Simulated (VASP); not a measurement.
# BN (F-43m) in VASP: further runs

The runs below take BN through vibrations by perturbation theory, with PBEsol.

Program: VASP 6.6.1. These are calculated values, not measurements. Logs are shortened: lines on timing, memory, paths and dates and some standing lists are left out, and cuts for length are marked.

## Step 1: The cell of the first run

It takes space group F-43m (No. 216, cubic). The conventional cell has a = 3.524 Å, b = 3.524 Å, c = 3.524 Å, α = 90.00°, β = 90.00°, γ = 90.00°. B (site symmetry -43m) has 4 N at 1.53 Å within 2.0 Å. Within 2.0 Å of N (site symmetry -43m) lie 4 B at 1.53 Å.

## Step 2: Vibrations by perturbation theory, PBEsol

Input file INCAR:

```
PREC = Accurate
ENCUT = 520
EDIFF = 1E-8
ISMEAR = 0
SIGMA = 0.01
LREAL = False
LASPH = True
NELM = 80
ALGO = Normal
ISIF = 2
LWAVE = False
LCHARG = False
GGA = PS
IBRION = 8
NSW = 1
LEPSILON = True
```

Input file KPOINTS:

```
Automatic mesh
0
Gamma
  12 12 12
```

Input file POSCAR:

```
BN
1.0
    0.0000000000      1.7620560242      1.7620560242
    1.7620560242      0.0000000000      1.7620560242
    1.7620560242      1.7620560242      0.0000000000
B N
1 1
Direct
    0.0000000000      0.0000000000      0.0000000000
    0.7500000000      0.7500000000      0.7500000000
```

Potentials or basis: VASP PAW PBE potentials, release 64 (B, N).

Run with:

```bash
> cat potpaw_PBE.64/B/POTCAR potpaw_PBE.64/N/POTCAR > POTCAR
> mpirun -np 1 vasp_std > vasp.out
```

OUTCAR:

```text
PREC = Accurate
   ENCUT = 520
   EDIFF = 1E-8
   ISMEAR = 0
   LREAL = False
   LASPH = True
   NELM = 80
   ISIF = 2
   GGA = PS
   IBRION = 8
   NSW = 1
   LEPSILON = True

 ion  position               nearest neighbor table
   1  0.000  0.000  0.000-   2 1.53   2 1.53   2 1.53   2 1.53
   2  0.750  0.750  0.750-   1 1.53   1 1.53   1 1.53   1 1.53

  LATTYP: Found a face centered cubic cell.
 ALAT       =     3.5241120484

  Lattice vectors:

 A1 = (   0.0000000000,   1.7620560242,   1.7620560242)
 A2 = (   1.7620560242,   0.0000000000,   1.7620560242)
 A3 = (   1.7620560242,   1.7620560242,   0.0000000000)

Analysis of symmetry for initial positions (statically):
=====================================================================
 Subroutine PRICEL returns:
 Original cell was already a primitive cell.

 Routine SETGRP: Setting up the symmetry group for a
 face centered cubic supercell.

 Subroutine GETGRP returns: Found 24 space group operations
 (whereof 24 operations were pure point group operations)
 out of a pool of 48 trial point group operations.

The static configuration has the point symmetry T_d .

Analysis of symmetry for dynamics (positions and initial velocities):
=====================================================================
 Subroutine PRICEL returns:
 Original cell was already a primitive cell.

 Routine SETGRP: Setting up the symmetry group for a
 face centered cubic supercell.

 Subroutine GETGRP returns: Found 24 space group operations
 (whereof 24 operations were pure point group operations)
 out of a pool of 48 trial point group operations.

The dynamic configuration has the point symmetry T_d .

 Subroutine INISYM returns: Found 24 space group operations
 (whereof 24 operations are pure point group operations),
 and found     1 'primitive' translations

----------------------------------------------------------------------------------------

                                     Primitive cell

  volume of cell :      10.9418

  direct lattice vectors                    reciprocal lattice vectors
     0.000000000  1.762056024  1.762056024    -0.283759423  0.283759423  0.283759423
     1.762056024  0.000000000  1.762056024     0.283759423 -0.283759423  0.283759423
     1.762056024  1.762056024  0.000000000     0.283759423  0.283759423 -0.283759423

  length of vectors
     2.491923527  2.491923527  2.491923527     0.491485737  0.491485737  0.491485737

  position of ions in fractional coordinates (direct lattice)
     0.000000000  0.000000000  0.000000000
     0.750000000  0.750000000  0.750000000

  ion indices of the primitive-cell ions
   primitive index   ion index
                 1           1
                 2           2

----------------------------------------------------------------------------------------

 KPOINTS: Automatic mesh

Automatic generation of k-mesh.
 Grid dimensions read from file:
 generate k-points for:   12   12   12

 Generating k-lattice:

  Cartesian coordinates                     Fractional coordinates (reciprocal lattice)
    -0.023646619  0.023646619  0.023646619     0.083333333  0.000000000  0.000000000
     0.023646619 -0.023646619  0.023646619     0.000000000  0.083333333  0.000000000
     0.023646619  0.023646619 -0.023646619     0.000000000  0.000000000  0.083333333

  Length of vectors
     0.040957145  0.040957145  0.040957145

  Shift w.r.t. Gamma in fractional coordinates (k-lattice)
     0.000000000  0.000000000  0.000000000

 Subroutine IBZKPT returns following result:
 ===========================================

 Found     72 irreducible k-points:

 Following reciprocal coordinates:
            Coordinates               Weight
  0.000000  0.000000  0.000000      1.000000
  0.083333  0.000000  0.000000      8.000000
  0.166667  0.000000  0.000000      8.000000
[... 367 lines left out ...]
      direct lattice vectors                 reciprocal lattice vectors
     0.000000000  1.762056024  1.762056024    -0.283759423  0.283759423  0.283759423
     1.762056024  0.000000000  1.762056024     0.283759423 -0.283759423  0.283759423
     1.762056024  1.762056024  0.000000000     0.283759423  0.283759423 -0.283759423

 POSITION                                       TOTAL-FORCE (eV/Angst)
 -----------------------------------------------------------------------------------
      0.00000      0.00000      0.00000        -0.000000      0.000000      0.000000
      2.64308      2.64308      2.64308         0.000000     -0.000000     -0.000000
 -----------------------------------------------------------------------------------
    total drift:                               -0.000000     -0.000000     -0.000000

  FREE ENERGIE OF THE ION-ELECTRON SYSTEM (eV)
  ---------------------------------------------------
  free  energy   TOTEN  =       -18.2727899006 eV

  energy  without entropy=      -18.2727899006  energy(sigma->0) =      -18.27278990

 HEAD OF MICROSCOPIC STATIC DIELECTRIC TENSOR (INDEPENDENT PARTICLE, excluding Hartree and local field effects)
 ------------------------------------------------------
           4.693560     0.000000     0.000000
           0.000000     4.693560     0.000000
          -0.000000     0.000000     4.693560
 ------------------------------------------------------

 Free energy of the ion-electron system (eV)
  ---------------------------------------------------
  ---------------------------------------------------
  free energy    TOTEN  =        -0.11516475 eV

  energy without entropy =       -0.11516475

------------------------ aborting loop because EDIFF is reached ----------------------------------------

--------------------------------------- Ionic step        2  -------------------------------------------

------------------------ aborting loop because EDIFF is reached ----------------------------------------

--------------------------------------- Ionic step        3  -------------------------------------------

------------------------ aborting loop because EDIFF is reached ----------------------------------------

 PIEZOELECTRIC TENSOR FIELD DIRECTION 3  (e Angst)
 -----------------------------------------------------------------------------
    -0.00034  0.70345  0.00000           ( -0.00000  0.00297  0.00000)
     0.70345 -0.00034  0.00000           (  0.00297 -0.00000  0.00000)
     0.00000  0.00000  0.00028           (  0.00000  0.00000 -0.00000)

 PIEZOELECTRIC TENSOR FIELD DIRECTION 3  (C/m^2)
 -----------------------------------------------------------------------------
    -0.00049  1.03004  0.00000
     1.03004 -0.00049  0.00000
     0.00000  0.00000  0.00041

--------------------------------------- Ionic step        4  -------------------------------------------

------------------------ aborting loop because EDIFF is reached ----------------------------------------

[... ionic steps 5 to 6 ...]

--------------------------------------- Ionic step        7  -------------------------------------------

 Free energy of the ion-electron system (eV)
  ---------------------------------------------------
  ---------------------------------------------------
  free energy    TOTEN  =        -0.23110571 eV

  energy without entropy =       -0.23110571

------------------------ aborting loop because EDIFF is reached ----------------------------------------

 INTERNAL STRAIN TENSOR  FOR ION    2  DIRECTION 1   (eV/Angst):
 -----------------------------------------------------------------------------
     0.00919  0.00000  0.00000
     0.00000 -0.00343  6.23284
     0.00000  6.23284 -0.00343

 MACROSCOPIC STATIC DIELECTRIC TENSOR (including local field effects in DFT)
 ------------------------------------------------------
           4.569547    -0.000000     0.000000
          -0.000000     4.569547     0.000000
          -0.000000     0.000000     4.569547
 ------------------------------------------------------

 PIEZOELECTRIC TENSOR (including local field effects)  for field in x, y, z        (e  Angst)
          XX          YY          ZZ          XY          YZ          ZX
  --------------------------------------------------------------------------------
  x     0.00000    -0.00000     0.00000     0.00000     0.70404     0.00000
  y     0.00000     0.00000    -0.00000     0.00000     0.00000     0.70404
  z     0.00000    -0.00000     0.00000     0.70404     0.00000     0.00000

 PIEZOELECTRIC TENSOR (including local field effects)  for field in x, y, z        (C/m^2)
          XX          YY          ZZ          XY          YZ          ZX
  --------------------------------------------------------------------------------
  x     0.00000    -0.00000     0.00000     0.00000     1.03091     0.00000
  y     0.00000     0.00000    -0.00000     0.00000     0.00000     1.03091
  z     0.00000    -0.00000     0.00000     1.03091     0.00000     0.00000

 BORN EFFECTIVE CHARGES (including local field effects) (in |e|, cummulative output)
 ---------------------------------------------------------------------------------
 ion    1
    1     1.86581    -0.00000    -0.00000
    2     0.00000     1.86581     0.00000
    3     0.00000     0.00000     1.86581
 ion    2
    1    -1.86581     0.00000     0.00000
    2     0.00000    -1.86581     0.00000
    3     0.00000     0.00000    -1.86581

 INTERNAL STRAIN TENSOR FOR ION    2 for displacements in x,y,z  (eV/Angst):
          X           Y           Z          XY          YZ          ZX
  --------------------------------------------------------------------------------
  x     0.00000    -0.00000    -0.00000     0.00000     6.23284     0.00000
  y    -0.00000     0.00000    -0.00000     0.00000     0.00000     6.23284
  z    -0.00000    -0.00000     0.00000     6.23284     0.00000     0.00000

 SECOND DERIVATIVES (NOT SYMMETRIZED)
 ------------------------------------
               1X          1Y          1Z          2X          2Y          2Z
  1X   -29.155264    0.000000    0.000000   29.155264    0.000000    0.000000
  1Y     0.000000  -29.155264    0.000000    0.000000   29.155264    0.000000
  1Z     0.000000    0.000000  -29.155264    0.000000    0.000000   29.155264
  2X    29.145960    0.000000    0.000000  -29.145960    0.000000    0.000000
  2Y     0.000000   29.145960    0.000000    0.000000  -29.145960    0.000000
  2Z     0.000000    0.000000   29.145960    0.000000    0.000000  -29.145960

 Eigenvectors and eigenvalues of the dynamical matrix
 ----------------------------------------------------

   1 f  =   34.174128 THz   214.722380 2PiTHz 1139.926216 cm-1   141.332774 meV
             X         Y         Z           dx          dy          dz
      0.000000  0.000000  0.000000     0.000000    0.751240    0.000000
      2.643084  2.643084  2.643084     0.000000   -0.660029    0.000000
[... 21 lines left out ...]
   6 f/i=    0.002704 THz     0.016990 2PiTHz    0.090197 cm-1     0.011183 meV
             X         Y         Z           dx          dy          dz
      0.000000  0.000000  0.000000     0.000000    0.000000   -0.660029
      2.643084  2.643084  2.643084     0.000000    0.000000   -0.751240

--------------------------------------------------------------------------------------------------------

 MACROSCOPIC STATIC DIELECTRIC TENSOR IONIC CONTRIBUTION
 ------------------------------------------------------
           1.974976    -0.000000    -0.000000
          -0.000000     1.974976     0.000000
          -0.000000     0.000000     1.974976
 ------------------------------------------------------

 ELASTIC MODULI CONTR FROM IONIC RELAXATION (kBar)
 Direction    XX          YY          ZZ          XY          YZ          ZX
 --------------------------------------------------------------------------------
 XX          -0.0000     -0.0000     -0.0000      0.0000      0.0000      0.0000
 YY          -0.0000     -0.0000     -0.0000      0.0000      0.0000      0.0000
 ZZ          -0.0000     -0.0000     -0.0000      0.0000      0.0000      0.0000
 XY           0.0000      0.0000      0.0000   -189.8124      0.0000      0.0000
 YZ           0.0000      0.0000      0.0000      0.0000   -189.8124      0.0000
 ZX           0.0000      0.0000      0.0000      0.0000      0.0000   -189.8124
 --------------------------------------------------------------------------------

 PIEZOELECTRIC TENSOR IONIC CONTR  for field in x, y, z        (C/m^2)
          XX          YY          ZZ          XY          YZ          ZX
  --------------------------------------------------------------------------------
  x    -0.00000     0.00000     0.00000     0.00000    -0.57612     0.00000
  y     0.00000     0.00000     0.00000     0.00000     0.00000    -0.57612
  z     0.00000     0.00000     0.00000    -0.57612     0.00000     0.00000
```

Run time: 67 s. Hardware: 1 thread of Intel Xeon 6975P-C (Granite Rapids), shared host; peak memory 0.18 GiB.

What came out:

```
Electronic dielectric tensor (diagonal)                 : 4.57
Born charges (mean of the diagonal)                     : B +1.87; N -1.87 e
Highest phonon frequency at Γ, LO-TO splitting left out : 1140 cm⁻¹
```

Phonon frequencies in cm⁻¹ (negative: imaginary):
| q point | frequencies |
| --- | --- |
| (0.000, 0.000, 0.000) | 0 0 0 1140 1140 1140 |

Electronic dielectric tensor:
```
4.57 0.00 0.00
0.00 4.57 0.00
0.00 0.00 4.57
```

Born effective charge tensors (e):
atom 1, B
```
1.87 0.00 0.00
0.00 1.87 0.00
0.00 0.00 1.87
```
atom 2, N
```
-1.87  0.00  0.00
 0.00 -1.87  0.00
 0.00  0.00 -1.87
```

Caveat: the cell wasn't relaxed at this level first, which shifts response properties.

[end of part 1 of 2]
